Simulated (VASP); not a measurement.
**CdS (Hawleyite): single point with revPBE**

The system is CdS (Hawleyite).

```xyz
2
Lattice="0.0000 2.9924 2.9924 2.9924 0.0000 2.9924 2.9924 2.9924 0.0000" Properties=species:S:1:pos:R:3 pbc="T T T"
Cd    0.0000    0.0000    0.0000
S     4.4886    4.4886    4.4886
```

- Program: VASP 6.6.1
- Task: single point
- Functional: revPBE
- Potentials or basis: VASP PAW PBE potentials, release 64 (Cd, S)
- Cutoff: 520 eV
- k mesh: 8 × 8 × 8
- Occupations: fermi-dirac, width 0.05 eV
- Spin: no spin polarisation

- Pressure: 0.3 GPa
- Band gap on the k mesh: 1.11 eV, direct

Levels at points of the mesh, in eV from the valence-band top:
| k point | band 6 | band 7 | band 8 | band 9 | band 10 | band 11 | band 12 | band 13 |
| --- | --- | --- | --- | --- | --- | --- | --- | --- |
| (0.00, 0.00, 0.00) | -7.11 | 0.00 | 0.00 | 0.00 | 1.11 | 6.61 | 6.61 | 6.61 |
| (0.50, 0.00, 0.00) | -6.79 | -3.91 | -0.64 | -0.64 | 2.99 | 7.06 | 7.06 | 7.40 |
| (0.50, 0.50, 0.00) | -6.73 | -3.59 | -1.61 | -1.61 | 3.82 | 4.30 | 9.10 | 10.42 |

It took 19 s on 1 thread of Intel Xeon 6975P-C, on a shared host, peak memory 0.18 GiB.

Caveat: the PAW data sets were made with another functional, which shifts forces and pressure a little. Expect the measured gap to be larger: semilocal functionals such as revPBE lack the derivative discontinuity.
